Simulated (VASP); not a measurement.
Input of a VASP 6.6.1 run:

File INCAR:

```
SYSTEM = HfC
PREC = Accurate
ENCUT = 520
EDIFF = 1E-7
ISMEAR = -1
SIGMA = 0.05
LREAL = .False.
LASPH = .True.
NELM = 60
ALGO = Normal
ISIF = 2
LWAVE = .False.
LCHARG = .False.
GGA = RE
NBANDS = 14
```

File KPOINTS:

```
Automatic mesh
0
Gamma
  6 6 6
  0 0 0
```

Contents of POSCAR:

```
HfC
1.0
    0.0000000000      2.3250000000      2.3250000000
    2.3250000000      0.0000000000      2.3250000000
    2.3250000000      2.3250000000      0.0000000000
Hf C
1 1
Direct
    0.5000000000      0.5000000000      0.5000000000
    0.0000000000      0.0000000000      0.0000000000
```

Potentials or basis: VASP PAW PBE potentials, release 64 (Hf_pv, C).

Command:

```console
$ cat potpaw_PBE.64/Hf_pv/POTCAR potpaw_PBE.64/C/POTCAR > POTCAR
$ mpirun -np 1 vasp_std > vasp.out
```

Task: Estimate the pressure.

Result: 2.5 GPa.

Task: Estimate the band gap on the k mesh.

Result: Zero (bands 7 and 8 overlap by 1.36 eV).

Caveat: the k points lie up to 0.39 Å⁻¹ apart, too coarse for converged energies and pressures of a metal; the PAW data sets were made with another functional, which shifts forces and pressure a little; spin-orbit coupling is left out, which moves the levels of the heavy elements.
